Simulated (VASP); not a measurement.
# TaGe4 (Pm-3m) in VASP: notebook, part 2 of 2

VASP 6.6.1.

## Step 3: Relaxation of cell and atoms, PBE

This run uses another cell than the first one, of 19.08 Å³/atom, 0.746 times its volume.

The input, INCAR:

```
PREC     = Accurate       # precision mode
ENCUT    = 600            # plane-wave cutoff, eV
EDIFF    = 1E-7           # SCF threshold, eV
ISMEAR   = 0              # smearing method
SIGMA    = 0.1            # smearing width, eV
LREAL    = False          # projectors in reciprocal space
LASPH    = True           # aspherical terms in the spheres
NELM     = 80             # most SCF steps
ALGO     = Normal         # electronic algorithm
ISIF     = 3              # what is computed and relaxed
LWAVE    = False          # write WAVECAR
LCHARG   = False          # write CHGCAR
GGA      = PE             # functional
IBRION   = 2              # ionic algorithm
NSW      = 90             # ionic steps
EDIFFG   = -0.04          # ionic threshold
```

The input, KPOINTS:

```
Automatic mesh
0
Gamma
  4 4 4
```

The input, POSCAR:

```
TaGe4
1.0
    4.5690922200      0.0000000000      0.0000000000
    0.0000000000      4.5690922200      0.0000000000
    0.0000000000      0.0000000000      4.5690922200
Ta Ge
1 4
Direct
    0.5000000000      0.5000000000      0.5000000000
    0.0000000000      0.0000000000      0.0000000000
    0.5000000000      0.5000000000      0.0000000000
    0.5000000000      0.0000000000      0.5000000000
    0.0000000000      0.5000000000      0.5000000000
```

Potentials or basis: VASP PAW PBE potentials, release 64 (Ta_pv, Ge_d).

Started as:

```console
$ cat potpaw_PBE.64/Ta_pv/POTCAR potpaw_PBE.64/Ge_d/POTCAR > POTCAR
$ mpirun -np 1 vasp_std > vasp.out
```

OUTCAR:

```text
PREC = Accurate
   ENCUT = 600
   EDIFF = 1E-7
   ISMEAR = 0
   LREAL = False
   LASPH = True
   NELM = 80
   ISIF = 3
   GGA = PE
   IBRION = 2
   NSW = 90
   EDIFFG = -0.04

 ion  position               nearest neighbor table
   1  0.500  0.500  0.500-   3 2.28   4 2.28   5 2.28   3 2.28   4 2.28   5 2.28
   2  0.000  0.000  0.000-
   3  0.500  0.500  0.000-   1 2.28   1 2.28
   4  0.500  0.000  0.500-   1 2.28   1 2.28
   5  0.000  0.500  0.500-   1 2.28   1 2.28

  LATTYP: Found a simple cubic cell.
 ALAT       =     4.5690922200

  Lattice vectors:

 A1 = (   4.5690922200,   0.0000000000,   0.0000000000)
 A2 = (   0.0000000000,   4.5690922200,   0.0000000000)
 A3 = (   0.0000000000,   0.0000000000,   4.5690922200)

Analysis of symmetry for initial positions (statically):
=====================================================================
 Subroutine PRICEL returns:
 Original cell was already a primitive cell.

 Routine SETGRP: Setting up the symmetry group for a
 simple cubic supercell.

 Subroutine GETGRP returns: Found 48 space group operations
 (whereof 48 operations were pure point group operations)
 out of a pool of 48 trial point group operations.

The static configuration has the point symmetry O_h .

Analysis of symmetry for dynamics (positions and initial velocities):
=====================================================================
 Subroutine PRICEL returns:
 Original cell was already a primitive cell.

 Routine SETGRP: Setting up the symmetry group for a
 simple cubic supercell.

 Subroutine GETGRP returns: Found 48 space group operations
 (whereof 48 operations were pure point group operations)
 out of a pool of 48 trial point group operations.

The dynamic configuration has the point symmetry O_h .

 Subroutine INISYM returns: Found 48 space group operations
 (whereof 48 operations are pure point group operations),
 and found     1 'primitive' translations

----------------------------------------------------------------------------------------

                                     Primitive cell

  volume of cell :      95.3871

  direct lattice vectors                    reciprocal lattice vectors
     4.569092220  0.000000000  0.000000000     0.218861855  0.000000000  0.000000000
     0.000000000  4.569092220  0.000000000     0.000000000  0.218861855  0.000000000
     0.000000000  0.000000000  4.569092220     0.000000000  0.000000000  0.218861855

  length of vectors
     4.569092220  4.569092220  4.569092220     0.218861855  0.218861855  0.218861855

  position of ions in fractional coordinates (direct lattice)
     0.500000000  0.500000000  0.500000000
     0.000000000  0.000000000  0.000000000
     0.500000000  0.500000000  0.000000000
     0.500000000  0.000000000  0.500000000
     0.000000000  0.500000000  0.500000000

  ion indices of the primitive-cell ions
   primitive index   ion index
                 1           1
                 2           2
                 3           3
                 4           4
                 5           5

----------------------------------------------------------------------------------------

 KPOINTS: Automatic mesh

Automatic generation of k-mesh.
 Grid dimensions read from file:
 generate k-points for:    4    4    4

 Generating k-lattice:

  Cartesian coordinates                     Fractional coordinates (reciprocal lattice)
     0.054715464  0.000000000  0.000000000     0.250000000  0.000000000  0.000000000
     0.000000000  0.054715464  0.000000000     0.000000000  0.250000000  0.000000000
     0.000000000  0.000000000  0.054715464     0.000000000  0.000000000  0.250000000

  Length of vectors
     0.054715464  0.054715464  0.054715464

  Shift w.r.t. Gamma in fractional coordinates (k-lattice)
     0.000000000  0.000000000  0.000000000

 Subroutine IBZKPT returns following result:
 ===========================================

 Found     10 irreducible k-points:

 Following reciprocal coordinates:
            Coordinates               Weight
  0.000000  0.000000  0.000000      1.000000
  0.250000  0.000000  0.000000      6.000000
  0.500000  0.000000  0.000000      3.000000
  0.250000  0.250000  0.000000     12.000000
  0.500000  0.250000  0.000000     12.000000
  0.500000  0.500000  0.000000      3.000000
  0.250000  0.250000  0.250000      8.000000
  0.500000  0.250000  0.250000     12.000000
  0.500000  0.500000  0.250000      6.000000
  0.500000  0.500000  0.500000      1.000000
   k-points           NKPTS =     10   k-points in BZ     NKDIM =     10   number of bands    NBANDS=     40
   number of dos      NEDOS =    301   number of ions     NIONS =      5
   total plane-waves  NPLWV =  64000
   dimension x,y,z NGX =    40 NGY =   40 NGZ =   40
   dimension x,y,z NGXF=    80 NGYF=   80 NGZF=   80
   ions per type =               1   4
   NGX,Y,Z   is equivalent  to a cutoff of  14.55, 14.55, 14.55 a.u.
   NGXF,Y,Z  is equivalent  to a cutoff of  29.11, 29.11, 29.11 a.u.
 SYSTEM =  unknown system
   PREC   = accura    normal or accurate (medium, high low for compatibility)
   ISTART =      0    job   : 0-new  1-cont  2-samecut
   ICHARG =      2    charge: 1-file 2-atom 10-const
   ISPIN  =      1    spin polarized calculation?
   LNONCOLLINEAR =      F non collinear calculations
   LSORBIT =      F    spin-orbit coupling
   LASPH  =      T    aspherical Exc in radial PAW
   ENCUT  =  600.0 eV  44.10 Ry    6.64 a.u.   9.13  9.13  9.13*2*pi/ulx,y,z
   NELM   =     80;   NELMIN=  2; NELMDL= -5     # of ELM steps
   EDIFF  = 0.1E-06   stopping-criterion for ELM
   LREAL  =      F    real-space projection
   EDIFFG = -.4E-01   stopping-criterion for IOM
   NSW    =     90    number of steps for IOM
   IBRION =      2    ionic relax: 0-MD 1-quasi-New 2-CG
   NFREE  =      1    steps in history (QN), initial steepest desc. (CG)
   ISIF   =      3    stress and relaxation
   ISYM   =      2    0-nonsym 1-usesym 2-fastsym
   POTIM  = 0.5000    time-step for ionic-motion
   TEBEG  =    0.0;   TEEND  =   0.0 temperature during run
   PSTRESS=    0.0 pullay stress
   NELECT =      67.0000    total number of electrons
   NUPDOWN=      -1.0000    fix difference up-down
   EMIN   =  10.00;   EMAX   =-10.00  energy-range for DOS
   EFERMI =   0.00;   METHOD = LEGACY
   ISMEAR =     0;   SIGMA  =   0.10  broadening in eV -4-tet -1-fermi 0-gaus
   EFERMI_NEDOS =   21; number of points for ismear=-14 and -15
   IALGO  =     38    algorithm
   IMIX   =      4    mixing-type and parameters
     AMIX     =   0.40;   BMIX     =  1.00
     AMIX_MAG =   1.60;   BMIX_MAG =  1.00
  volume/ion in A,a.u.               =      19.08       128.74
  Fermi-wavevector in a.u.,A,eV,Ry     =   1.455246  2.750017 28.813627  2.117742
  Thomas-Fermi vector in A             =   2.572303
   LORBIT       =      0    0 simple, 1 ext, 2 COOP (PROOUT), +10 PAW based schemes
   GGA     = PE    functional components
   LHFCALC =     F    Hartree Fock is set to
   AEXX    =    0.0000 exact exchange contribution
   IVDW    =     0    specifies the selected vdW correction
   LEPSILON=     F    determine dielectric tensor
   LRPA    =     F    only Hartree local field effects (RPA)
 conjugate gradient relaxation of ions
 non-spin polarized calculation
 Gauss-broadening in eV      SIGMA  =   0.10
  energy-cutoff  :      600.00
  volume of cell :       95.39
 maximum number of plane-waves:      3218
 NGX is ok and might be reduce to    40
   NGX = 19   NGY = 19   NGZ = 19

--------------------------------------- Ionic step        1  -------------------------------------------

 number of electron      67.0000033 magnetization

 Free energy of the ion-electron system (eV)
  ---------------------------------------------------
  ext. energy  EPLUGINS =         0.00000000
  ---------------------------------------------------
  free energy    TOTEN  =       -24.03383517 eV

  energy without entropy =      -23.99136503  energy(sigma->0) =      -24.01260010

 E-fermi :   6.4141     XC(G=0): -11.2123

 val. band max:        6.3738323252   @ k =   0.2500   0.2500   0.0000
 cond. band min:       6.4142687898   @ k =   0.2500   0.2500   0.0000
 fundamental gap:      0.0404364645
 Fermi energy:         6.4140952262

 k-point     1 :       0.0000    0.0000    0.0000
  band No.  band energies     occupation
      1     -27.3217      2.00000
      2     -27.3217      2.00000
      3     -27.3217      2.00000
      4     -19.1409      2.00000
      5     -19.1409      2.00000
      6     -19.1391      2.00000
[... 494 lines left out ...]
  energy  without entropy=      -25.4592337747  energy(sigma->0) =      -25.47424688

--------------------------------------- Ionic step        3  -------------------------------------------

 number of electron      66.9999957 magnetization

 Free energy of the ion-electron system (eV)
  ---------------------------------------------------
  ext. energy  EPLUGINS =         0.00000000
  ---------------------------------------------------
  free energy    TOTEN  =       -26.67014316 eV

  energy without entropy =      -26.63098214  energy(sigma->0) =      -26.65056265

 E-fermi :   3.6101     XC(G=0):  -9.8125

 val. band max:        3.6028364775   @ k =   0.5000   0.2500   0.0000
 cond. band min:       3.6664315415   @ k =   0.5000   0.5000   0.0000
 fundamental gap:      0.0635950641
 Fermi energy:         3.6101007009

 k-point     1 :       0.0000    0.0000    0.0000
  band No.  band energies     occupation
      1     -30.5674      2.00000
      2     -30.5674      2.00000
      3     -30.5674      2.00000
      4     -21.7866      2.00000
      5     -21.7866      2.00000
      6     -21.7854      2.00000
[... 451 lines left out ...]
  FREE ENERGIE OF THE ION-ELECTRON SYSTEM (eV)
  ---------------------------------------------------
  free  energy   TOTEN  =       -26.6701431572 eV

  energy  without entropy=      -26.6309821364  energy(sigma->0) =      -26.65056265

 reached required accuracy - stopping structural energy minimisation
```

Wall time 2.7 min (1 thread of Intel Xeon Platinum 8259CL at 2.50GHz (Skylake/Cascade Lake), shared host); peak memory 0.26 GiB.

What came out:

```yaml
Free_energy: -26.6701 eV
Relaxed_volume: 25.63 Å³/atom
Relaxed_cell: a = 5.041 Å, b = 5.041 Å, c = 5.041 Å, α = 90.00°, β = 90.00°, γ = 90.00°
Space_group_after_relaxing_to_0.05_Å: Pm-3m (No. 221)
Energy_gained_by_relaxing: 527.3 meV/atom
Ionic_steps: 3
Pressure_after_relaxing: -0.1 GPa
```

Step by step:
```
step  energy change (eV)  largest force (eV/Å)  pressure (GPa)  volume (Å³)
   1              0.0000                0.0000           32.78        95.39
   2             -1.4554                0.0000           -9.64       160.07
   3             -2.6363                0.0000           -0.13       128.13
```

Final structure:
```
Ta Ge
1.0
     5.04144    0.00000    0.00000
     0.00000    5.04144    0.00000
     0.00000    0.00000    5.04144
Ta Ge
1 4
Direct
  0.50000 0.50000 0.50000
  0.00000 0.00000 0.00000
  0.50000 0.50000 0.00000
  0.50000 0.00000 0.50000
  0.00000 0.50000 0.50000
```

Caveat: the volume moved by over 15 % at a fixed basis, so the end points are rough; spin-orbit coupling is left out, which moves the levels of the heavy elements.
